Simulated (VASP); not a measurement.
A run of VASP 6.6.1 is set up as follows.

The input INCAR:

```
SYSTEM = Ta
PREC = Accurate
ENCUT = 520
EDIFF = 1E-6
ISMEAR = -1
SIGMA = 0.1
LREAL = .FALSE.
LASPH = .TRUE.
NELM = 100
ALGO = Normal
ISIF = 2
LWAVE = .FALSE.
LCHARG = .FALSE.
NBANDS = 12
```

Contents of KPOINTS:

```
Automatic mesh
0
G
  14 14 14
  0 0 0
```

Contents of POSCAR:

```
Ta
1.0
   -1.6276710318      1.6276710318      1.6276710318
    1.6276710318     -1.6276710318      1.6276710318
    1.6276710318      1.6276710318     -1.6276710318
Ta
1
Direct
    0.0000000000      0.0000000000      0.0000000000
```

Potentials or basis: VASP PAW LDA potentials, release 64 (Ta_pv).

Run with:

```sh
$ cat potpaw_LDA.64/Ta_pv/POTCAR > POTCAR
$ mpirun -np 1 vasp_std > vasp.out
```

Q: What does it give for the pressure?

A: 0.9 GPa.
